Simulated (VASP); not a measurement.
# CuB5 (P6/mmm) in VASP: further runs

CuB5 is run at these levels: PBE; tasks: single point, relaxation of cell and atoms.

All numbers are computed with VASP 6.6.1; they aren't measurements. Logs are shortened: lines on timing, memory, paths and dates and some standing lists are left out, and cuts for length are marked.

## Step 1: The cell of the first run

It takes space group P6/mmm (No. 191, hexagonal). Conventional cell: a = 3.654 Å, b = 3.654 Å, c = 3.870 Å, α = 90.00°, β = 90.00°, γ = 120.00°. Cu (site symmetry 6/mmm) has 6 B at 1.83 Å within 2.4 Å. Within 2.4 Å of B (site symmetry mmm) lie 8 B at 1.83 to 2.20 Å and 2 Cu at 1.83 Å. Within 2.8 Å of B (site symmetry -6m2) lie 9 B at 2.11 to 2.20 Å.

## Step 2: Single point, PBE

Contents of INCAR:

```
SYSTEM = CuB5
PREC = Accurate
ENCUT = 520
EDIFF = 1E-6
ISMEAR = 0
SIGMA = 0.1
LREAL = .False.
LASPH = .True.
NELM = 60
ALGO = Normal
ISIF = 2
LWAVE = .False.
LCHARG = .False.
GGA = PE
NBANDS = 22
```

Contents of KPOINTS:

```
Automatic mesh
0
Gamma
  6 6 4
  0 0 0
```

Contents of POSCAR:

```
CuB5
1.0
    3.6540687700      0.0000000000      0.0000000000
   -1.8270343900      3.1645163800      0.0000000000
    0.0000000000      0.0000000000      3.8702072200
Cu B
1 5
Direct
    0.0000000000      0.0000000000      0.5000000000
    0.5000000000      0.0000000000      0.5000000000
    0.0000000000      0.5000000000      0.5000000000
    0.5000000000      0.5000000000      0.5000000000
    0.3333333300      0.6666666700      0.0000000000
    0.6666666700      0.3333333300      0.0000000000
```

Potentials or basis: VASP PAW PBE potentials, release 64 (Cu, B).

The run is started by

```console
cat potpaw_PBE.64/Cu/POTCAR potpaw_PBE.64/B/POTCAR > POTCAR
mpirun -np 1 vasp_std > vasp.out
```

OUTCAR:

```text
SYSTEM = CuB5
   PREC = Accurate
   ENCUT = 520
   EDIFF = 1E-6
   ISMEAR = 0
   LREAL = .False.
   LASPH = .True.
   NELM = 60
   ISIF = 2
   GGA = PE

 ion  position               nearest neighbor table
   1  0.000  0.000  0.500-   4 1.83   4 1.83   2 1.83   2 1.83   3 1.83   3 1.83
   2  0.500  0.000  0.500-   3 1.83   3 1.83   1 1.83   1 1.83   4 1.83   4 1.83
   3  0.000  0.500  0.500-   2 1.83   2 1.83   4 1.83   4 1.83   1 1.83   1 1.83
   4  0.500  0.500  0.500-   1 1.83   1 1.83   3 1.83   3 1.83   2 1.83   2 1.83
   5  0.333  0.667  0.000-   6 2.11   6 2.11   6 2.11
   6  0.667  0.333  0.000-   5 2.11   5 2.11   5 2.11

  LATTYP: Found a hexagonal cell.
 ALAT       =     3.6540687700
 C/A-ratio  =     1.0591500772

  Lattice vectors:

 A1 = (   3.6540687700,   0.0000000000,   0.0000000000)
 A2 = (  -1.8270343900,   3.1645163800,   0.0000000000)
 A3 = (   0.0000000000,   0.0000000000,   3.8702072200)

Analysis of symmetry for initial positions (statically):
=====================================================================
 Subroutine PRICEL returns:
 Original cell was already a primitive cell.

 Routine SETGRP: Setting up the symmetry group for a
 hexagonal supercell.

 Subroutine GETGRP returns: Found 24 space group operations
 (whereof 24 operations were pure point group operations)
 out of a pool of 24 trial point group operations.

The static configuration has the point symmetry D_6h.

Analysis of symmetry for dynamics (positions and initial velocities):
=====================================================================
 Subroutine PRICEL returns:
 Original cell was already a primitive cell.

 Routine SETGRP: Setting up the symmetry group for a
 hexagonal supercell.

 Subroutine GETGRP returns: Found 24 space group operations
 (whereof 24 operations were pure point group operations)
 out of a pool of 24 trial point group operations.

The dynamic configuration has the point symmetry D_6h.

 Subroutine INISYM returns: Found 24 space group operations
 (whereof 24 operations are pure point group operations),
 and found     1 'primitive' translations

----------------------------------------------------------------------------------------

                                     Primitive cell
[... 94 lines left out ...]
   NELM   =     60;   NELMIN=  2; NELMDL= -5     # of ELM steps
   EDIFF  = 0.1E-05   stopping-criterion for ELM
   LREAL  =      F    real-space projection
   EDIFFG = 0.1E-04   stopping-criterion for IOM
   NSW    =      0    number of steps for IOM
   IBRION =     -1    ionic relax: 0-MD 1-quasi-New 2-CG
   NFREE  =      0    steps in history (QN), initial steepest desc. (CG)
   ISIF   =      2    stress and relaxation
   ISYM   =      2    0-nonsym 1-usesym 2-fastsym
   POTIM  = 0.5000    time-step for ionic-motion
   TEBEG  =    0.0;   TEEND  =   0.0 temperature during run
   PSTRESS=    0.0 pullay stress
   NELECT =      26.0000    total number of electrons
   NUPDOWN=      -1.0000    fix difference up-down
   EMIN   =  10.00;   EMAX   =-10.00  energy-range for DOS
   EFERMI =   0.00;   METHOD = LEGACY
   ISMEAR =     0;   SIGMA  =   0.10  broadening in eV -4-tet -1-fermi 0-gaus
   EFERMI_NEDOS =   21; number of points for ismear=-14 and -15
   IALGO  =     38    algorithm
   IMIX   =      4    mixing-type and parameters
     AMIX     =   0.40;   BMIX     =  1.00
     AMIX_MAG =   1.60;   BMIX_MAG =  1.00
  volume/ion in A,a.u.               =       7.46        50.33
  Fermi-wavevector in a.u.,A,eV,Ry     =   1.366029  2.581420 25.388943  1.866035
  Thomas-Fermi vector in A             =   2.492205
   LORBIT       =      0    0 simple, 1 ext, 2 COOP (PROOUT), +10 PAW based schemes
   GGA     = PE    functional components
   LHFCALC =     F    Hartree Fock is set to
   AEXX    =    0.0000 exact exchange contribution
   IVDW    =     0    specifies the selected vdW correction
   LEPSILON=     F    determine dielectric tensor
   LRPA    =     F    only Hartree local field effects (RPA)
 non-spin polarized calculation
 Gauss-broadening in eV      SIGMA  =   0.10
  energy-cutoff  :      520.00
  volume of cell :       44.75
 maximum number of plane-waves:      1242
 NGX is ok and might be reduce to    28
   NGX = 13   NGY = 13   NGZ = 15

 number of electron      25.9999990 magnetization

 Free energy of the ion-electron system (eV)
  ---------------------------------------------------
  ext. energy  EPLUGINS =         0.00000000
  ---------------------------------------------------
  free energy    TOTEN  =       -29.98655479 eV

  energy without entropy =      -29.98327220  energy(sigma->0) =      -29.98491349

 E-fermi :   8.8215     XC(G=0): -12.3379

 val. band max:        8.8018163493   @ k =   0.5000   0.0000   0.5000
 cond. band min:       8.9279311136   @ k =   0.3333   0.3333   0.0000
 fundamental gap:      0.1261147642
 Fermi energy:         8.8214865165

 k-point     1 :       0.0000    0.0000    0.0000
  band No.  band energies     occupation
      1      -8.0310      2.00000
      2      -0.0705      2.00000
      3      -0.0519      2.00000
      4       0.6559      2.00000
      5       0.6559      2.00000
      6       0.9211      2.00000
[... 514 lines left out ...]
     21      15.3040      0.00000
     22      15.8515      0.00000

------------------------ aborting loop because EDIFF is reached ----------------------------------------

  FORCE on cell =-STRESS in cart. coord.  units (eV):
  Direction    XX          YY          ZZ          XY          YZ          ZX
  --------------------------------------------------------------------------------------
  -------------------------------------------------------------------------------------
  Total       10.1379342     10.1379342      6.2998320     -0.0000000      0.0000000      0.0000000
  in kB      362.9457951    362.9457946    225.5388022     -0.0000006      0.0000000      0.0000000
  external PRESSURE =     317.1434640 kB  Pullay stress =       0.0000000 kB

 VOLUME and BASIS-vectors are now :
 -----------------------------------------------------------------------------
  energy-cutoff  :      520.00
  volume of cell :       44.75
      direct lattice vectors                 reciprocal lattice vectors
     3.654068770  0.000000000  0.000000000     0.273667537  0.158002027  0.000000000
    -1.827034390  3.164516380  0.000000000     0.000000000  0.316004052  0.000000000
     0.000000000  0.000000000  3.870207220     0.000000000  0.000000000  0.258384098

 POSITION                                       TOTAL-FORCE (eV/Angst)
 -----------------------------------------------------------------------------------
      0.00000      0.00000      1.93510         0.000000      0.000000      0.000000
      1.82703      0.00000      1.93510         0.000000      0.000000      0.000000
     -0.91352      1.58226      1.93510         0.000000      0.000000      0.000000
      0.91352      1.58226      1.93510         0.000000      0.000000      0.000000
     -0.00000      2.10968      0.00000        -0.000000     -0.000000      0.000000
      1.82703      1.05484      0.00000         0.000000      0.000000     -0.000000
 -----------------------------------------------------------------------------------
    total drift:                               -0.000000     -0.000000      0.000000

  FREE ENERGIE OF THE ION-ELECTRON SYSTEM (eV)
  ---------------------------------------------------
  free  energy   TOTEN  =       -29.9865547866 eV

  energy  without entropy=      -29.9832721965  energy(sigma->0) =      -29.98491349
```

stdout:

```text
POSCAR found type information on POSCAR CuB
 POSCAR found :  2 types and       6 ions
 scaLAPACK will be used
 LDA part: xc-table for (Slater+PW92), standard interpolation
 POSCAR, INCAR and KPOINTS ok, starting setup
 FFT: planning ... GRIDC
 FFT: planning ... GRID_SOFT
 FFT: planning ... GRID
 WAVECAR not read
 entering main loop
```

It took 12 s on 1 thread of Intel Xeon 6975P-C (Granite Rapids), shared host; peak memory 0.16 GiB.

Results:

```yaml
Free_energy: -29.9866 eV
Pressure: 31.7 GPa
Band_gap_on_the_k_mesh: zero (band 13 reaches 11.26 eV, above the bottom of band 14 at 7.16 eV)
```

Levels at points of the mesh, in eV from the Fermi level:
```tsv
k point	band 10	band 11	band 12	band 13	band 14	band 15	band 16	band 17
(0.00, 0.00, 0.00)	-5.61	-3.73	-2.42	-2.42	2.32	3.11	3.11	3.86
(0.50, 0.00, 0.00)	-4.47	-4.21	-3.55	-2.58	-0.60	3.09	4.21	4.44
(0.00, 0.00, 0.50)	-5.26	-3.07	-3.07	0.41	1.83	2.10	2.10	2.56
(0.50, 0.00, 0.50)	-4.97	-3.87	-3.22	-0.02	3.70	4.22	5.01	5.01
```

Caveat: the k points lie up to 0.41 Å⁻¹ apart.

## Step 3: Single point, PBE

This run uses another cell than the first one, of 8.68 Å³/atom, 1.163 times its volume.

Contents of INCAR:

```
SYSTEM = CuB5
ALGO = Normal
EDIFF = 1E-6
ENCUT = 520
GGA = PE
ISIF = 2
ISMEAR = 0
LASPH = .TRUE.
LCHARG = .FALSE.
LREAL = .FALSE.
LWAVE = .FALSE.
NBANDS = 22
NELM = 80
PREC = Accurate
SIGMA = 0.1
```

Contents of KPOINTS:

```
k-points
0
G
  6 6 4
  0 0 0
```

Contents of POSCAR:

```
CuB5
1.0
    3.7748590786      0.0000000030      0.0000000000
   -1.8874295419      3.2691238563      0.0000000000
    0.0000000000      0.0000000000      4.2179300880
Cu B
1 5
Direct
    0.0000000000      0.0000000000      0.5000000000
    0.5000000000      0.0000000000      0.5000000000
    0.0000000000      0.5000000000      0.5000000000
    0.5000000000      0.5000000000      0.5000000000
    0.3333333333      0.6666666667      0.0000000000
    0.6666666667      0.3333333333      0.0000000000
```

Potentials or basis: VASP PAW PBE potentials, release 64 (Cu, B).

The run is started by

```console
cat potpaw_PBE.64/Cu/POTCAR potpaw_PBE.64/B/POTCAR > POTCAR
mpirun -np 1 vasp_std > vasp.out
```

OUTCAR:

```text
SYSTEM = CuB5
   EDIFF = 1E-6
   ENCUT = 520
   GGA = PE
   ISIF = 2
   ISMEAR = 0
   LASPH = .TRUE.
   LREAL = .FALSE.
   NELM = 80
   PREC = Accurate

 ion  position               nearest neighbor table
   1  0.000  0.000  0.500-   2 1.89   2 1.89   4 1.89   4 1.89   3 1.89   3 1.89
   2  0.500  0.000  0.500-   1 1.89   1 1.89   3 1.89   3 1.89   4 1.89   4 1.89
   3  0.000  0.500  0.500-   4 1.89   4 1.89   2 1.89   2 1.89   1 1.89   1 1.89
   4  0.500  0.500  0.500-   3 1.89   3 1.89   1 1.89   1 1.89   2 1.89   2 1.89
[... 729 lines left out ...]
  -------------------------------------------------------------------------------------
  Total        0.0171661      0.0171661     -0.0575117     -0.0000000      0.0000000     -0.0000000
  in kB        0.5283841      0.5283841     -1.7702537     -0.0000000      0.0000000     -0.0000000
  external PRESSURE =      -0.2378285 kB  Pullay stress =       0.0000000 kB

 VOLUME and BASIS-vectors are now :
 -----------------------------------------------------------------------------
  energy-cutoff  :      520.00
  volume of cell :       52.05
      direct lattice vectors                 reciprocal lattice vectors
     3.774859079  0.000000003  0.000000000     0.264910551  0.152946178  0.000000000
    -1.887429542  3.269123856  0.000000000    -0.000000000  0.305892356  0.000000000
     0.000000000  0.000000000  4.217930088     0.000000000  0.000000000  0.237083114

 POSITION                                       TOTAL-FORCE (eV/Angst)
 -----------------------------------------------------------------------------------
      0.00000      0.00000      2.10897        -0.000000      0.000000      0.000000
      1.88743      0.00000      2.10897        -0.000000      0.000000      0.000000
     -0.94371      1.63456      2.10897        -0.000000      0.000000      0.000000
      0.94371      1.63456      2.10897        -0.000000      0.000000      0.000000
     -0.00000      2.17942      0.00000        -0.000000     -0.000000      0.000000
      1.88743      1.08971      0.00000         0.000000      0.000000     -0.000000
 -----------------------------------------------------------------------------------
    total drift:                               -0.000000     -0.000000      0.000000

  FREE ENERGIE OF THE ION-ELECTRON SYSTEM (eV)
  ---------------------------------------------------
  free  energy   TOTEN  =       -30.5759315178 eV

  energy  without entropy=      -30.5696495110  energy(sigma->0) =      -30.57279051
```

OSZICAR:

```text
N       E                     dE             d eps       ncg     rms          rms(c)
DAV:   1     0.126766019909E+03    0.12677E+03   -0.11588E+04   940   0.136E+03
DAV:   2    -0.240655410628E+02   -0.15083E+03   -0.14020E+03   996   0.283E+02
DAV:   3    -0.353369992886E+02   -0.11271E+02   -0.10910E+02  1196   0.748E+01
DAV:   4    -0.356632211415E+02   -0.32622E+00   -0.32348E+00  1190   0.115E+01
DAV:   5    -0.356725636021E+02   -0.93425E-02   -0.93365E-02  1174   0.187E+00    0.206E+01
DAV:   6    -0.386975469131E+02   -0.30250E+01   -0.15080E+02  1090   0.294E+02    0.159E+01
DAV:   7    -0.307888257298E+02    0.79087E+01   -0.23916E+01  1260   0.138E+02    0.437E+00
DAV:   8    -0.306792290006E+02    0.10960E+00   -0.58340E+00  1356   0.630E+01    0.319E+00
DAV:   9    -0.306069596043E+02    0.72269E-01   -0.12491E+00  1222   0.362E+01    0.126E+00
DAV:  10    -0.305744744954E+02    0.32485E-01   -0.19084E-01  1222   0.144E+01    0.111E-01
DAV:  11    -0.305762421785E+02   -0.17677E-02   -0.18154E-02  1432   0.249E+00    0.151E-01
DAV:  12    -0.305759196780E+02    0.32250E-03   -0.18776E-03  1350   0.139E+00    0.115E-02
DAV:  13    -0.305759678903E+02   -0.48212E-04   -0.27437E-04  1426   0.340E-01    0.414E-02
DAV:  14    -0.305759316116E+02    0.36279E-04   -0.99011E-05  1358   0.337E-01    0.814E-03
DAV:  15    -0.305759313178E+02    0.29372E-06   -0.11718E-05  1432   0.758E-02    0.134E-03
DAV:  16    -0.305759315178E+02   -0.19999E-06   -0.64145E-07   612   0.150E-02
   1 F= -.30575932E+02 E0= -.30572791E+02  d E =-.628201E-02
```

Wall time 12 s (1 thread of Intel Xeon 6975P-C (Granite Rapids), shared host); peak memory 0.17 GiB.

Results:

| Quantity | Value |
| --- | --- |
| Free energy | -30.5759 eV |
| Pressure | 0.0 GPa |
| Band gap on the k mesh | zero (band 13 reaches 9.25 eV, above the bottom of band 14 at 5.90 eV) |

Caveat: the k points lie up to 0.37 Å⁻¹ apart.

## Step 4: Relaxation of cell and atoms, PBE

Contents of INCAR:

```
SYSTEM = CuB5
PREC     = Accurate       ! precision mode
ENCUT    = 600            ! plane-wave cutoff, eV
EDIFF    = 1E-7           ! SCF threshold, eV
ISMEAR   = 0              ! smearing method
SIGMA    = 0.1            ! smearing width, eV
LREAL    = .FALSE.        ! projectors in reciprocal space
LASPH    = .TRUE.         ! aspherical terms in the spheres
NELM     = 60             ! most SCF steps
ALGO     = Normal         ! electronic algorithm
ISIF     = 3              ! what is computed and relaxed
LWAVE    = .FALSE.        ! write WAVECAR
LCHARG   = .FALSE.        ! write CHGCAR
GGA      = PE             ! functional
IBRION   = 2              ! ionic algorithm
NSW      = 90             ! ionic steps
EDIFFG   = -0.04          ! ionic threshold
```

Contents of KPOINTS:

```
regular mesh
0
G
  6 6 4
  0 0 0
```

Contents of POSCAR:

```
CuB5
1.0
    3.6540687700      0.0000000000      0.0000000000
   -1.8270343900      3.1645163800      0.0000000000
    0.0000000000      0.0000000000      3.8702072200
Cu B
1 5
Direct
    0.0000000000      0.0000000000      0.5000000000
    0.5000000000      0.0000000000      0.5000000000
    0.0000000000      0.5000000000      0.5000000000
    0.5000000000      0.5000000000      0.5000000000
    0.3333333300      0.6666666700      0.0000000000
    0.6666666700      0.3333333300      0.0000000000
```

The run is started by

```console
cat potpaw_PBE.64/Cu/POTCAR potpaw_PBE.64/B/POTCAR > POTCAR
mpirun -np 1 vasp_std > vasp.out
```

It took 69 s on 1 thread of Intel Xeon 6975P-C (Granite Rapids), shared host; peak memory 0.18 GiB.

The run converged. Its results:

```
Free energy                            : -30.5754 eV
Relaxed volume                         : 8.65 Å³/atom
Relaxed cell                           : a = 3.772 Å, b = 3.772 Å, c = 4.210 Å, α = 90.00°, β = 90.00°, γ = 120.00°
Space group after relaxing (to 0.05 Å) : P6/mmm (No. 191)
Energy gained by relaxing              : 97.5 meV/atom
Ionic steps                            : 7
Pressure after relaxing                : 0.6 GPa
Band gap on the k mesh                 : zero (band 13 reaches 9.29 eV, above the bottom of band 14 at 5.94 eV)
```

Stress tensor (GPa, compression positive):
```
0.74 0.00 0.00
0.00 0.74 0.00
0.00 0.00 0.26
```

The path:
```tsv
step	energy change (eV)	largest force (eV/Å)	pressure (GPa)	volume (Å³)
1	0.0000	0.0000	31.79	44.75
2	-0.2092	0.0000	-15.62	55.02
3	-0.5010	0.0000	0.77	50.17
4	-0.5009	0.0000	1.23	50.06
5	-0.5456	0.0000	1.18	50.63
6	-0.5805	0.0000	0.55	52.27
7	-0.5848	0.0000	0.58	51.87
```

Final structure:
```yaml
crystal:
  lattice:
    - [3.77187, 0.00000, 0.00000]
    - [-1.88593, 3.26654, 0.00000]
    - [0.00000, 0.00000, 4.21008]
  atoms:
    - { symbol: Cu, position: [0.00000, 0.00000, 0.50000] }
    - { symbol: B, position: [0.50000, 0.00000, 0.50000] }
    - { symbol: B, position: [0.00000, 0.50000, 0.50000] }
    - { symbol: B, position: [0.50000, 0.50000, 0.50000] }
    - { symbol: B, position: [0.33333, 0.66667, 0.00000] }
    - { symbol: B, position: [0.66667, 0.33333, 0.00000] }
```

Levels at points of the mesh, in eV from the Fermi level:
```tsv
k point	band 10	band 11	band 12	band 13	band 14	band 15	band 16	band 17
(0.00, 0.00, 0.00)	-5.12	-4.00	-1.90	-1.90	2.61	2.64	3.14	3.14
(0.50, 0.00, 0.00)	-3.90	-3.78	-3.27	-2.99	-0.82	3.02	3.44	4.33
(0.00, 0.00, 0.50)	-4.92	-2.21	-2.21	0.36	0.37	1.59	1.62	1.62
(0.50, 0.00, 0.50)	-4.81	-3.65	-2.72	0.45	2.62	2.81	3.56	3.97
```

Caveat: the k points lie up to 0.37 Å⁻¹ apart in the final cell; the volume moved by over 15 % at a fixed basis, so the end points are rough.

## Step 5: Summary

| task | cell | cutoff (eV) | gap on the mesh (eV) | pressure (GPa) |
| --- | --- | --- | --- | --- |
| single point | a = 3.654, b = 3.654, c = 3.870 Å, angles 90.0, 90.0, 120.0°, 6 atoms | 520 | none | 31.7 |
| single point | a = 3.775, b = 3.775, c = 4.218 Å, angles 90.0, 90.0, 120.0°, 6 atoms | 520 | none | 0.0 |
| relaxation of cell and atoms | relaxed from a = 3.654, b = 3.654, c = 3.870 Å, angles 90.0, 90.0, 120.0°, 6 atoms | 600 | none | 0.6 |

Alike in all rows: level PBE; potentials or basis VASP PAW PBE potentials, release 64 (Cu, B); no spin polarisation; k mesh 6 × 6 × 4; smearing gaussian 0.1 eV.

Caveats: all runs use coarse meshes; the volume moved by over 15 % at a fixed basis, so the end points are rough (some runs).

Absolute energies hang on the potentials; compare differences alone.
